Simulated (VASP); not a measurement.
Write the native input for VASP 6.6.1 that does the following.

```
Task                   : single point
Functional             : PBEsol
Potentials or basis    : VASP PAW PBE potentials, release 64 (Hf_pv)
Cutoff                 : 520 eV
k mesh                 : 18 × 18 × 10
Occupations            : gaussian, width 0.15 eV
Spin                   : no spin polarisation
Dipole correction      : no
Further INCAR settings : ALGO = Fast; EDIFF = 1e-06; NBANDS = 17
```

The structure of Hf lies in POSCAR:

```
Hf
1.0
    3.1966985242      0.0000000000      0.0000000000
   -1.5983492621      2.7684221302      0.0000000000
    0.0000000000      0.0000000000      5.1336670000
Hf
2
Direct
    0.3333333333      0.6666666667      0.2500000000
    0.6666666667      0.3333333333      0.7500000000
```

This cell differs from its parent crystal: strain +0.000 along x and y, +0.015 along z.

The input as run:

INCAR

```
SYSTEM = Hf
ALGO = Fast
EDIFF = 1E-6
ENCUT = 520
GGA = PS
ISIF = 2
ISMEAR = 0
LASPH = .TRUE.
LCHARG = .TRUE.
LELF = .TRUE.
LREAL = .FALSE.
LVHAR = .TRUE.
LWAVE = .FALSE.
NBANDS = 17
NELM = 80
PREC = Accurate
SIGMA = 0.15
```

KPOINTS

```
k-points
0
G
  18 18 10
  0 0 0
```

Potentials or basis: VASP PAW PBE potentials, release 64 (Hf_pv).

The run is started by

```bash
$ cat potpaw_PBE.64/Hf_pv/POTCAR > POTCAR
$ mpirun -np 1 vasp_std > vasp.out
```

It gave:

| Property | Result |
| --- | --- |
| Pressure | -5.6 GPa |
| Band gap on the k mesh | zero (band 10 reaches 5.85 eV, above the bottom of band 11 at 4.23 eV) |

Caveat: the cell differs from its parent crystal (strain +0.000 along x and y, +0.015 along z); the PAW data sets were made with another functional, which shifts forces and pressure a little; spin-orbit coupling is left out, which moves the levels of the heavy elements.

Run time: 48 s on 1 thread of Intel(R) Xeon(R) 6975P-C (Granite Rapids) (shared host), peak memory 0.26 GiB.
